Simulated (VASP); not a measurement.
Runs of VASP 6.6.1 on Al3W. The structure is that of space group Pm-3m (No. 221), or close to it. The cells are those of the table. The cell was built from a structure type or drawn by symmetry, and may not be a known phase.

| task | cell | k mesh | cutoff (eV) | gap on the mesh (eV) | pressure (GPa) |
| --- | --- | --- | --- | --- | --- |
| single point | a = 3.942 Å, 4 atoms | 12 × 12 × 12 | 520 | none | 0.0 |
| single point | a = 3.973 Å, 4 atoms | 4 × 4 × 4 | 520 | none | (a) |
| single point | a = 3.942 Å, 4 atoms | 4 × 4 × 4 | 520 | none | -0.1 |
| relaxation of cell and atoms | relaxed from a = 3.942 Å, 4 atoms | 12 × 12 × 12 | 600 | none | 0.0 |
| relaxation of cell and atoms | relaxed from a = 3.973 Å, 4 atoms | 4 × 4 × 4 | 600 | none | 0.0 |

Alike in all rows: level PBE; potentials or basis VASP PAW PBE potentials, release 64 (Al, W_sv); no spin polarisation; smearing gaussian 0.1 eV.

**Question.** Estimate the missing entries.

**Answer.** (a) -3.3.

Caveats: some runs use coarse meshes; spin-orbit coupling is left out, which moves the levels of the heavy elements; the relaxation stopped at its first step, so nothing moved (at least some runs).

A k mesh can miss the band edges, and the runs leave out spin-orbit coupling on W.

A gap of «none» marks levels without a gap at the run's occupations.
